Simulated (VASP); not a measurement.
Input of a VASP 6.6.1 run:

INCAR

```
SYSTEM = La
  PREC = Accurate
  ENCUT = 520
  EDIFF = 1E-7
  ISMEAR = -1
  SIGMA = 0.08
  LREAL = .False.
  LASPH = .True.
  NELM = 100
  ALGO = Normal
  ISIF = 2
  LWAVE = .False.
  LCHARG = .False.
  GGA = PE
  NBANDS = 12
```

Contents of KPOINTS:

```
regular mesh
0
Gamma
  13 13 13
  0 0 0
```

File POSCAR:

```
La
1.0
   -1.7834271145      1.7834271145      1.7834271145
    1.7834271145     -1.7834271145      1.7834271145
    1.7834271145      1.7834271145     -1.7834271145
La
1
Direct
    0.0000000000      0.0000000000      0.0000000000
```

Potentials or basis: VASP PAW PBE potentials, release 64 (La).

The run is started by

```bash
$ cat potpaw_PBE.64/La/POTCAR > POTCAR
$ mpirun -np 1 vasp_std > vasp.out
```

**Question.** Predict the band gap on the k mesh.

**Answer.** Zero (an odd number of electrons rules out a gap without spin polarisation).

**Question.** What does it give for the pressure?

**Answer.** 27.1 GPa.

Caveat: the cell stands under pressure; spin-orbit coupling is left out, which moves the levels of the heavy elements.
